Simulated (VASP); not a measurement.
# SiO2 (a cell with a defect) in VASP: single point with PBEsol

Aim: the single point of SiO2 (a cell with a defect) with PBEsol.

Program: VASP 6.6.1. These are calculated values, not measurements. Logs are shortened: lines on timing, memory, paths and dates and some standing lists are left out, and cuts for length are marked.

**1. The cell of the first run**

The cell holds a defect, 72 atoms: a = 9.902 Å, b = 9.902 Å, c = 10.886 Å, α = 90.00°, β = 90.00°, γ = 120.00°.

**2. Single point, PBEsol**

Contents of INCAR:

```
SYSTEM = SiO2
ALGO = Normal
EDIFF = 1E-6
ENCUT = 520
GGA = PS
GGA_COMPAT = .False.
ISIF = 2
ISMEAR = -1
ISYM = -1
LASPH = .True.
LCHARG = .False.
LREAL = Auto
LWAVE = .False.
NBANDS = 234
NELM = 120
PREC = Accurate
SIGMA = 0.05
```

Contents of KPOINTS:

```
explicit points
1
Reciprocal
  0.25000000   0.25000000   0.25000000 1
```

Contents of POSCAR:

```
SiO2
1.0
    9.9016390000      0.0000000000      0.0000000000
   -4.9508190000      8.5750710000      0.0000000000
    0.0000000000      0.0000000000     10.8858800000
Si O
24 48
Direct
    0.2278730000      0.9975140000      0.1676920000
    0.2380280000      0.9975660000      0.6622860000
    0.2294810000      0.5007330000      0.1666720000
    0.2376800000      0.4832250000      0.6602190000
    0.7311820000      0.0027740000      0.1664010000
    0.7441660000      0.9949670000      0.6806900000
    0.7185180000      0.5021970000      0.1663280000
    0.7381180000      0.5067900000      0.6722280000
    0.9936490000      0.2383660000      0.3329220000
    0.9974250000      0.2279290000      0.8354140000
    0.9901830000      0.7299140000      0.3315490000
    0.0021810000      0.7508040000      0.8345100000
    0.4980580000      0.2379350000      0.8339270000
    0.4968000000      0.7352610000      0.3313670000
    0.4957090000      0.7310820000      0.8319020000
    0.2643650000      0.2656930000      0.0030410000
    0.2803750000      0.2655730000      0.4787060000
    0.2648810000      0.7688550000      0.0005860000
    0.2542800000      0.7472790000      0.4980550000
    0.7600490000      0.2664910000      0.9995340000
    0.7760920000      0.2657460000      0.5282540000
    0.7653410000      0.7741880000      0.9974510000
    0.7635180000      0.7670970000      0.4995130000
    0.4609270000      0.2602940000      0.3302290000
    0.6295440000      0.2722210000      0.3663500000
    0.1984670000      0.1290160000      0.1056920000
    0.2275760000      0.1278490000      0.5805220000
    0.2010610000      0.6329460000      0.1043790000
    0.1951230000      0.6029530000      0.5932810000
    0.7044210000      0.1371080000      0.1075510000
    0.7466680000      0.1542430000      0.6448620000
    0.7081420000      0.6449300000      0.1047760000
    0.7049070000      0.6326910000      0.6042550000
    0.3503110000      0.0827310000      0.2795370000
    0.3648590000      0.0783820000      0.7715960000
    0.3623190000      0.5723530000      0.2729630000
    0.3635370000      0.5694900000      0.7702210000
    0.8613900000      0.0747990000      0.2745040000
    0.8713460000      0.0513740000      0.7911150000
    0.8485730000      0.5700510000      0.2753280000
    0.8654780000      0.5863590000      0.7808740000
    0.4265540000      0.2954910000      0.9429610000
    0.4193920000      0.7887560000      0.4371470000
    0.4231200000      0.7894140000      0.9393810000
    0.9200190000      0.2929640000      0.4419830000
    0.9211710000      0.2960550000      0.9337330000
    0.9253540000      0.7975960000      0.4383710000
    0.9316070000      0.8100130000      0.9421230000
    0.1316650000      0.2135770000      0.3875820000
    0.1350010000      0.2092320000      0.8965260000
    0.1227300000      0.6998770000      0.3917890000
    0.1366310000      0.7222700000      0.8921900000
    0.6030760000      0.1584430000      0.4630220000
    0.6281300000      0.2044380000      0.8929770000
    0.6311960000      0.7092510000      0.3929520000
    0.6329150000      0.7072360000      0.8904490000
    0.0650260000      0.3710410000      0.2263820000
    0.0754500000      0.3459020000      0.7188790000
    0.0657830000      0.8575130000      0.2216190000
    0.0706600000      0.8795290000      0.7250590000
    0.5411910000      0.3883860000      0.2189300000
    0.5745180000      0.3719850000      0.7287990000
    0.5692250000      0.8665400000      0.2243010000
    0.5720790000      0.8649360000      0.7266450000
    0.2897420000      0.4261650000      0.0627250000
    0.3134540000      0.4201100000      0.5572640000
    0.3002220000      0.9304640000      0.0664300000
    0.2877130000      0.9006760000      0.5729690000
    0.7756310000      0.4221660000      0.0631560000
    0.8066550000      0.4341610000      0.5729520000
    0.7902520000      0.9345810000      0.0567520000
    0.7936800000      0.9282050000      0.5631750000
```

Potentials or basis: VASP PAW PBE potentials, release 64 (Si, O).

Started as:

```bash
cat potpaw_PBE.64/Si/POTCAR potpaw_PBE.64/O/POTCAR > POTCAR
mpirun -np 1 vasp_std > vasp.out
```

OUTCAR:

```text
SYSTEM = SiO2
   EDIFF = 1E-6
   ENCUT = 520
   GGA = PS
   ISIF = 2
   ISMEAR = -1
   ISYM = -1
   LASPH = .True.
   LREAL = Auto
   NELM = 120
   PREC = Accurate

 ion  position               nearest neighbor table
   1  0.228  0.998  0.168-  26 1.62  59 1.62  34 1.63  67 1.63  24 3.04  18 3.07  16 3.07  11 3.08

   2  0.238  0.998  0.662-  68 1.61  27 1.61  35 1.62  60 1.63  12 3.04  13 3.11  19 3.12
   3  0.229  0.501  0.167-  28 1.62  65 1.62  57 1.62  36 1.62   9 3.07  14 3.08  18 3.08  16 3.08

   4  0.238  0.483  0.660-  29 1.62  37 1.63  58 1.63  66 1.64  19 3.09  17 3.10  10 3.11  15 3.13

   5  0.731  0.003  0.166-  30 1.61  71 1.62  63 1.62  38 1.62  22 3.06   9 3.07  20 3.07  14 3.08

   6  0.744  0.995  0.681-  31 1.61  64 1.62  72 1.62  39 1.62  10 2.94  15 3.03  21 3.03  23 3.07

   7  0.719  0.502  0.166-  32 1.61  40 1.63  69 1.63  61 1.64  24 3.05  11 3.08  22 3.10  20 3.14

   8  0.738  0.507  0.672-  41 1.62  33 1.62  62 1.62  70 1.62  21 3.03  12 3.08  13 3.08  23 3.10

   9  0.994  0.238  0.333-  49 1.62  38 1.62  45 1.62  57 1.63   3 3.07   5 3.07  21 3.13  17 3.14

  10  0.997  0.228  0.835-  50 1.61  39 1.63  58 1.63  46 1.64   6 2.94  16 3.08   4 3.11  20 3.12

  11  0.990  0.730  0.332-  40 1.62  51 1.62  59 1.63  47 1.63  23 3.06   7 3.08   1 3.08  19 3.12

  12  0.002  0.751  0.835-  48 1.62  41 1.62  52 1.62  60 1.62   2 3.04  22 3.04   8 3.08  18 3.10

  13  0.498  0.238  0.834-  54 1.62  35 1.62  42 1.62  62 1.62  20 3.05  16 3.07   8 3.08   2 3.11

  14  0.497  0.735  0.331-  43 1.61  55 1.62  63 1.62  36 1.62  19 3.06   3 3.08   5 3.08  23 3.10

  15  0.496  0.731  0.832-  56 1.62  37 1.62  44 1.62  64 1.62   6 3.03  22 3.07  18 3.10   4 3.13

  16  0.264  0.266  0.003-  50 1.61  65 1.62  42 1.62  26 1.62   1 3.07  13 3.07  10 3.08   3 3.08

  17  0.280  0.266  0.479-  27 1.63  49 1.63  66 1.64  24 2.43   4 3.10   9 3.14
  18  0.265  0.769  0.001-  44 1.62  52 1.62  28 1.62  67 1.62   1 3.07   3 3.08  15 3.10  12 3.10

  19  0.254  0.747  0.498-  68 1.61  43 1.62  29 1.62  51 1.63  14 3.06   4 3.09  11 3.12   2 3.12

  20  0.760  0.266  1.000-  30 1.62  54 1.62  69 1.63  46 1.64  13 3.05   5 3.07  10 3.12   7 3.14

  21  0.776  0.266  0.528-  31 1.61  45 1.61  70 1.61  53 1.66  25 2.30   8 3.03   6 3.03   9 3.13

  22  0.765  0.774  0.997-  32 1.61  71 1.61  48 1.62  56 1.63  12 3.04   5 3.06  15 3.07   7 3.10

  23  0.764  0.767  0.500-  47 1.62  33 1.62  72 1.62  55 1.62  11 3.06   6 3.07  14 3.10   8 3.10

  24  0.461  0.260  0.330-  34 1.63  61 1.64  25 1.66  17 2.43  53 2.55   1 3.04   7 3.05
  25  0.630  0.272  0.366-  53 1.47  24 1.66  21 2.30
  26  0.198  0.129  0.106-   1 1.62  16 1.62
  27  0.228  0.128  0.581-   2 1.61  17 1.63
  28  0.201  0.633  0.104-   3 1.62  18 1.62
  29  0.195  0.603  0.593-   4 1.62  19 1.62
  30  0.704  0.137  0.108-   5 1.61  20 1.62
  31  0.747  0.154  0.645-  21 1.61   6 1.61
[... 19 lines left out ...]
  51  0.123  0.700  0.392-  11 1.62  19 1.63
  52  0.137  0.722  0.892-  12 1.62  18 1.62
  53  0.603  0.158  0.463-  25 1.47  21 1.66  24 2.55
  54  0.628  0.204  0.893-  13 1.62  20 1.62
  55  0.631  0.709  0.393-  14 1.62  23 1.62
  56  0.633  0.707  0.890-  15 1.62  22 1.63
  57  0.065  0.371  0.226-   3 1.62   9 1.63
  58  0.075  0.346  0.719-   4 1.63  10 1.63
  59  0.066  0.858  0.222-   1 1.62  11 1.63
[... 11 lines left out ...]
  71  0.790  0.935  0.057-  22 1.61   5 1.62
  72  0.794  0.928  0.563-  23 1.62   6 1.62

IMPORTANT INFORMATION: All symmetrisations will be switched off!
NOSYMM: (Re-)initialisation of all symmetry stuff for point group C_1.

----------------------------------------------------------------------------------------

                                     Primitive cell

  volume of cell :     924.2902

  direct lattice vectors                    reciprocal lattice vectors
     9.901639000  0.000000000  0.000000000     0.100993381  0.058308549  0.000000000
    -4.950819000  8.575071000  0.000000000     0.000000000  0.116617110  0.000000000
     0.000000000  0.000000000 10.885880000     0.000000000  0.000000000  0.091862119

  length of vectors
     9.901639000  9.901638825 10.885880000     0.116617108  0.116617110  0.091862119

  position of ions in fractional coordinates (direct lattice)
     0.227873000  0.997514000  0.167692000
     0.238028000  0.997566000  0.662286000
     0.229481000  0.500733000  0.166672000
     0.237680000  0.483225000  0.660219000
     0.731182000  0.002774000  0.166401000
     0.744166000  0.994967000  0.680690000
[... 64 lines left out ...]
     0.790252000  0.934581000  0.056752000
     0.793680000  0.928205000  0.563175000

  ion indices of the primitive-cell ions
   primitive index   ion index
                 1           1
                 2           2
                 3           3
                 4           4
                 5           5
                 6           6
[... 64 lines left out ...]
                71          71
                72          72

----------------------------------------------------------------------------------------

 KPOINTS: explicit points

Read explicit list of k-points.

 Found      1 k-points:

 Following reciprocal coordinates:
            Coordinates               Weight
  0.250000  0.250000  0.250000      1.000000
   k-points           NKPTS =      1   k-points in BZ     NKDIM =      1   number of bands    NBANDS=    234
   number of dos      NEDOS =    301   number of ions     NIONS =     72
   total plane-waves  NPLWV = 537600
   dimension x,y,z NGX =    80 NGY =   80 NGZ =   84
   dimension x,y,z NGXF=   160 NGYF=  160 NGZF=  168
   ions per type =              24  48
   NGX,Y,Z   is equivalent  to a cutoff of  13.43, 13.43, 12.83 a.u.
   NGXF,Y,Z  is equivalent  to a cutoff of  26.86, 26.86, 25.66 a.u.
 SYSTEM =  SiO2
   PREC   = accura    normal or accurate (medium, high low for compatibility)
   ISTART =      0    job   : 0-new  1-cont  2-samecut
   ICHARG =      2    charge: 1-file 2-atom 10-const
   ISPIN  =      1    spin polarized calculation?
   LNONCOLLINEAR =      F non collinear calculations
   LSORBIT =      F    spin-orbit coupling
   LASPH  =      T    aspherical Exc in radial PAW
   ENCUT  =  520.0 eV  38.22 Ry    6.18 a.u.  18.41 18.41 20.24*2*pi/ulx,y,z
   NELM   =    120;   NELMIN=  2; NELMDL= -5     # of ELM steps
   EDIFF  = 0.1E-05   stopping-criterion for ELM
   LREAL  =      T    real-space projection
   EDIFFG = 0.1E-04   stopping-criterion for IOM
   NSW    =      0    number of steps for IOM
   IBRION =     -1    ionic relax: 0-MD 1-quasi-New 2-CG
   NFREE  =      0    steps in history (QN), initial steepest desc. (CG)
   ISIF   =      2    stress and relaxation
   ISYM   =     -1    0-nonsym 1-usesym 2-fastsym
   POTIM  = 0.5000    time-step for ionic-motion
   TEBEG  =    0.0;   TEEND  =   0.0 temperature during run
   PSTRESS=    0.0 pullay stress
   NELECT =     384.0000    total number of electrons
   NUPDOWN=      -1.0000    fix difference up-down
   EMIN   =  10.00;   EMAX   =-10.00  energy-range for DOS
   EFERMI =   0.00;   METHOD = LEGACY
   ISMEAR =    -1;   SIGMA  =   0.05  broadening in eV -4-tet -1-fermi 0-gaus
   EFERMI_NEDOS =   21; number of points for ismear=-14 and -15
   IALGO  =     38    algorithm
   IMIX   =      4    mixing-type and parameters
     AMIX     =   0.40;   BMIX     =  1.00
     AMIX_MAG =   1.60;   BMIX_MAG =  1.00
  volume/ion in A,a.u.               =      12.84        86.63
  Fermi-wavevector in a.u.,A,eV,Ry     =   1.221563  2.308419 20.302826  1.492216
  Thomas-Fermi vector in A             =   2.356741
   LORBIT       =      0    0 simple, 1 ext, 2 COOP (PROOUT), +10 PAW based schemes
   GGA     = PS    functional components
   LHFCALC =     F    Hartree Fock is set to
   AEXX    =    0.0000 exact exchange contribution
   IVDW    =     0    specifies the selected vdW correction
   LEPSILON=     F    determine dielectric tensor
   LRPA    =     F    only Hartree local field effects (RPA)
 non-spin polarized calculation
  energy-cutoff  :      520.00
  volume of cell :      924.29
 maximum number of plane-waves:     24895
 NGX is ok and might be reduce to    80
   NGX = 37   NGY = 37   NGZ = 41

 number of electron     383.9999989 magnetization

 Free energy of the ion-electron system (eV)
  ---------------------------------------------------
  ext. energy  EPLUGINS =         0.00000000
  ---------------------------------------------------
  free energy    TOTEN  =      -584.79002920 eV

  energy without entropy =     -584.79002920  energy(sigma->0) =     -584.79002920

 E-fermi :   3.0707     XC(G=0):  -9.3479

 val. band max:        1.8509235093   @ k =   0.2500   0.2500   0.2500
 cond. band min:       6.5545286479   @ k =   0.2500   0.2500   0.2500
 fundamental gap:      4.7036051387
 Fermi energy:         3.0706709303

 k-point     1 :       0.2500    0.2500    0.2500
  band No.  band energies     occupation
      1     -19.8437      2.00000
      2     -18.2282      2.00000
      3     -18.1047      2.00000
      4     -18.0387      2.00000
      5     -18.0044      2.00000
      6     -17.9327      2.00000
[... 196 lines left out ...]
    203       9.3027      0.00000
    204       9.4507      0.00000
 [bands above 204 left out]

------------------------ aborting loop because EDIFF is reached ----------------------------------------

  FORCE on cell =-STRESS in cart. coord.  units (eV):
  Direction    XX          YY          ZZ          XY          YZ          ZX
  --------------------------------------------------------------------------------------
  -------------------------------------------------------------------------------------
  Total        4.0973496      5.1638735      6.0285847     -3.5705613     -2.1985710      8.8145091
  in kB        7.1024019      8.9511292     10.4500314     -6.1892599     -3.8110330     15.2791909
  external PRESSURE =       8.8345208 kB  Pullay stress =       0.0000000 kB

 VOLUME and BASIS-vectors are now :
 -----------------------------------------------------------------------------
  energy-cutoff  :      520.00
  volume of cell :      924.29
      direct lattice vectors                 reciprocal lattice vectors
     9.901639000  0.000000000  0.000000000     0.100993381  0.058308549  0.000000000
    -4.950819000  8.575071000  0.000000000     0.000000000  0.116617110  0.000000000
     0.000000000  0.000000000 10.885880000     0.000000000  0.000000000  0.091862119

 POSITION                                       TOTAL-FORCE (eV/Angst)
 -----------------------------------------------------------------------------------
     -2.68220      8.55375      1.82547        -0.016340     -0.014740     -0.008786
     -2.58190      8.55420      7.20957        -0.006638      0.007017     -0.006729
     -0.20680      4.29382      1.81437        -0.018545     -0.001470     -0.001364
     -0.03894      4.14369      7.18706        -0.002853     -0.011062      0.003993
      7.22617      0.02379      1.81142        -0.018009      0.000315      0.003981
      2.44256      8.53191      7.40991        -0.011744     -0.016152     -0.009674
[... 64 lines left out ...]
      3.19785      8.01410      0.61780         0.000106      0.020564     -0.011149
      3.26336      7.95942      6.13066         0.000136      0.020393     -0.006866
 -----------------------------------------------------------------------------------
    total drift:                                0.008581      0.018781     -0.005378

  FREE ENERGIE OF THE ION-ELECTRON SYSTEM (eV)
  ---------------------------------------------------
  free  energy   TOTEN  =      -584.7900292046 eV

  energy  without entropy=     -584.7900292046  energy(sigma->0) =     -584.79002920
```

Wall time 7.4 min (1 thread of Intel Xeon 6975P-C (Granite Rapids), shared host); peak memory 1 GiB.

Results:

```yaml
Free_energy: -584.7900 eV
Pressure: 0.9 GPa
Largest_force: 0.222 eV/Å
Band_gap_on_the_k_mesh: 4.70 eV
```

Forces on the atoms (eV/Å):
```
Si  -0.016 -0.015 -0.009
Si  -0.007  0.007 -0.007
Si  -0.019 -0.001 -0.001
Si  -0.003 -0.011  0.004
Si  -0.018  0.000  0.004
Si  -0.012 -0.016 -0.010
Si  -0.010 -0.014  0.003
Si  -0.021  0.001  0.000
Si   0.004 -0.008  0.006
Si  -0.007  0.005 -0.002
Si   0.014 -0.017 -0.001
Si   0.013 -0.009  0.000
Si  -0.001 -0.014 -0.004
Si   0.014 -0.012 -0.005
Si  -0.004 -0.027  0.001
Si   0.016  0.020  0.007
Si   0.070  0.001 -0.049
Si   0.013  0.012 -0.001
Si  -0.004  0.007  0.001
Si   0.014  0.022  0.000
Si   0.046  0.061  0.003
Si   0.008  0.013 -0.004
Si   0.001  0.013 -0.004
Si  -0.101  0.013  0.062
O    0.034  0.138 -0.129
O   -0.015  0.007  0.014
O   -0.005  0.007  0.006
O   -0.021  0.008  0.010
O   -0.020  0.004  0.002
O   -0.018  0.007  0.011
O   -0.013  0.015  0.021
O   -0.015  0.012  0.012
O   -0.015  0.005  0.005
O    0.015 -0.021  0.024
O   -0.003 -0.014  0.014
O    0.004 -0.020  0.010
O    0.001 -0.014  0.012
O   -0.001 -0.023  0.009
O    0.015 -0.032  0.028
O    0.001 -0.015  0.009
O    0.006 -0.016  0.016
O    0.014  0.012  0.008
O    0.015  0.012  0.013
O    0.015  0.007  0.009
O    0.003  0.003  0.005
O    0.009  0.009  0.004
O    0.015  0.017  0.014
O    0.021  0.018  0.012
O    0.012 -0.002 -0.012
O    0.016 -0.007 -0.015
O    0.011 -0.007 -0.010
O    0.012 -0.010 -0.010
O   -0.017 -0.193  0.110
O    0.019 -0.018 -0.009
O    0.015 -0.009 -0.010
O    0.021 -0.011 -0.008
O   -0.024 -0.005 -0.012
O   -0.013 -0.012 -0.011
O   -0.014 -0.009 -0.008
O   -0.025 -0.002 -0.014
O   -0.019  0.006 -0.020
O   -0.020 -0.007 -0.016
O   -0.018 -0.008 -0.010
O   -0.018 -0.005 -0.018
O    0.006  0.014 -0.016
O    0.010  0.023 -0.004
O    0.006  0.022 -0.004
O    0.000  0.003  0.001
O    0.001  0.016 -0.010
O    0.006  0.023 -0.015
O    0.000  0.021 -0.011
O    0.000  0.020 -0.007
```

Stress tensor (GPa, compression positive):
```
 0.71 -0.62  1.53
-0.62  0.90 -0.38
 1.53 -0.38  1.05
```

Caveat: the PAW data sets were made with another functional, which shifts forces and pressure a little.
